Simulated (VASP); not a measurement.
Here is a VASP 6.6.1 calculation.

Contents of INCAR:

```
ALGO     = Normal         # electronic algorithm
EDIFF    = 1E-7           # SCF threshold, eV
ENCUT    = 520            # plane-wave cutoff, eV
GGA      = PS             # functional
GGA_COMPAT= False        
ISIF     = 2              # what is computed and relaxed
ISMEAR   = -1             # smearing method
LASPH    = True           # aspherical terms in the spheres
LCHARG   = False          # write CHGCAR
LORBIT   = 11             # projections on sites
LORBMOM  = True         
LREAL    = False          # projectors in reciprocal space
LSORBIT  = True           # spin-orbit coupling
LWAVE    = False          # write WAVECAR
MAGMOM   = 0 0 0 0 0 0    # initial moments
NBANDS   = 28             # bands
NELM     = 150            # most SCF steps
PREC     = Accurate       # precision mode
SIGMA    = 0.05           # smearing width, eV
```

File KPOINTS:

```
k-points
0
Gamma
  5 5 5
```

Contents of POSCAR:

```
BaS
1.0
    0.0000000000      3.1937500000      3.1937500000
    3.1937500000      0.0000000000      3.1937500000
    3.1937500000      3.1937500000      0.0000000000
Ba S
1 1
Direct
    0.0000000000      0.0000000000      0.0000000000
    0.5000000000      0.5000000000      0.5000000000
```

Potentials or basis: VASP PAW PBE potentials, release 64 (Ba_sv, S).

The run is started by

```console
$ cat potpaw_PBE.64/Ba_sv/POTCAR potpaw_PBE.64/S/POTCAR > POTCAR
$ mpirun -np 1 vasp_ncl > vasp.out
```

Problem. What does it give for the pressure?

Solution. -0.5 GPa.

Problem. Estimate the net moment.

Solution. 0.00 μB per cell.

Moments on the atoms (μB; x, y, z):
```
Ba  0.00 0.00 0.00
S   0.00 0.00 0.00
```

Caveat: the PAW data sets were made with another functional, which shifts forces and pressure a little.
